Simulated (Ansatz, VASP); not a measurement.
## Ca2C in VASP and in Ansatz

File POSCAR:

```
Ca2C
1.0
    0.0000000000      3.1285803957      3.1285803957
    3.1285803957      0.0000000000      3.1285803957
    3.1285803957      3.1285803957      0.0000000000
C Ca
1 2
Direct
    0.0000000000      0.0000000000      0.0000000000
    0.2500000000      0.2500000000      0.2500000000
    0.7500000000      0.7500000000      0.7500000000
```

Contents of INCAR.step1:

```
SYSTEM = Ca2C
PREC = Accurate
ENCUT = 520
EDIFF = 1E-5
ISMEAR = 0
SIGMA = 0.01
LREAL = .False.
LASPH = .True.
NELM = 100
ALGO = Normal
ISIF = 2
LWAVE = .True.
LCHARG = .False.
GGA = PE
NBANDS = 19
```

Contents of INCAR.step2:

```
SYSTEM = Ca2C
PREC = Accurate
ENCUT = 520
EDIFF = 1E-7
ISMEAR = 0
SIGMA = 0.01
LREAL = .False.
LASPH = .True.
NELM = 100
ALGO = Normal
ISIF = 2
LWAVE = .False.
LCHARG = .False.
GGA = PE
LHFCALC = .True.
AEXX = 0.1
PRECFOCK = Normal
ISTART = 1
NBANDS = 19
```

The input KPOINTS:

```
regular mesh
0
Gamma
  4 4 4
  0 0 0
```

Input for Ansatz:

```yaml
crystal:
  lattice:
    - [0.0, 3.1285803957, 3.1285803957]
    - [3.1285803957, 0.0, 3.1285803957]
    - [3.1285803957, 3.1285803957, 0.0]
  atoms:
    - { symbol: C, position: [0.0, 0.0, 0.0] }
    - { symbol: Ca, position: [0.25, 0.25, 0.25] }
    - { symbol: Ca, position: [0.75, 0.75, 0.75] }
kpoints:
  mp_grid: { grid: [4, 4, 4] }
hamiltonian:
  xc: { exchange: pbe, correlation: pbe, exx: { coeff: 0.1 } }
scf:
  occupations: { method: fixed }
  n_extra_bands: 4
output:
  forces: true
  stress: true
  eigenvalues: true
```

Alike in both runs: task single point; functional PBE-based global hybrid with a share of 0.1 of exact exchange; k mesh 4 × 4 × 4; no spin polarisation.

```csv
,VASP,Ansatz
version,VASP 6.6.1,Ansatz 0.2.0
potentials or method,"VASP PAW PBE potentials, release 64 (C, Ca_sv)",plane waves
plane-wave cutoff (eV),520,420
occupations,"gaussian, width 0.01 eV",fixed
valence electrons in the cell,24,24
```

Ansatz gave:

- gap on the k mesh at the Fermi level (eV): 0.70
- pressure (GPa): 0.5

**Question.** What did VASP give for the same quantities?

**Answer.** gap on the k mesh at the Fermi level (eV): 0.71; pressure (GPa): 0.7.

VASP's potentials were made for PBE, not for PBE-based global hybrid. Ansatz's warnings: stress exchange threshold loose, stress scf threshold loose.

The k mesh is coarse, so the values compare programs but aren't converged.
